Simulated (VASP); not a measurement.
TiB2, 3 atoms in the cell. The structure is hexagonal, space group P6/mmm (No. 191). Conventional cell: a = 3.029 Å, b = 3.029 Å, c = 3.228 Å, α = 90.00°, β = 90.00°, γ = 120.00°. Within 3.1 Å of Ti (site symmetry 6/mmm) lie 12 B at 2.38 Å and 6 Ti at 3.03 Å. B (site symmetry -6m2) has 3 B at 1.75 Å within 2.3 Å. 

| Item | Value |
| --- | --- |
| Program | VASP 6.6.1 |
| Task | single point |
| Functional | BLYP |
| Potentials or basis | VASP PAW PBE potentials, release 64 (Ti_sv, B) |
| Cutoff | 500 eV |
| k mesh | 8 × 8 × 7 |
| Occupations | fermi-dirac, width 0.1 eV |
| Spin | no spin polarisation |
| Dipole correction | no |
| Further INCAR settings | ALGO = Normal; EDIFF = 1e-06; NBANDS = 16 |

Potentials or basis: VASP PAW PBE potentials, release 64 (Ti_sv, B).

The run is started by

```sh
$ cat potpaw_PBE.64/Ti_sv/POTCAR potpaw_PBE.64/B/POTCAR > POTCAR
$ mpirun -np 1 vasp_std > vasp.out
```

Hardware: 1 thread of Intel(R) Xeon(R) Platinum 8488C (Sapphire Rapids), with other jobs on the host.

Problem. How long does it take, and how much memory?

Solution. Wall time 15 s on 1 thread of Intel(R) Xeon(R) Platinum 8488C (Sapphire Rapids), on a shared host, peak memory 0.14 GiB. Counts: scf iterations 14, k points 40.
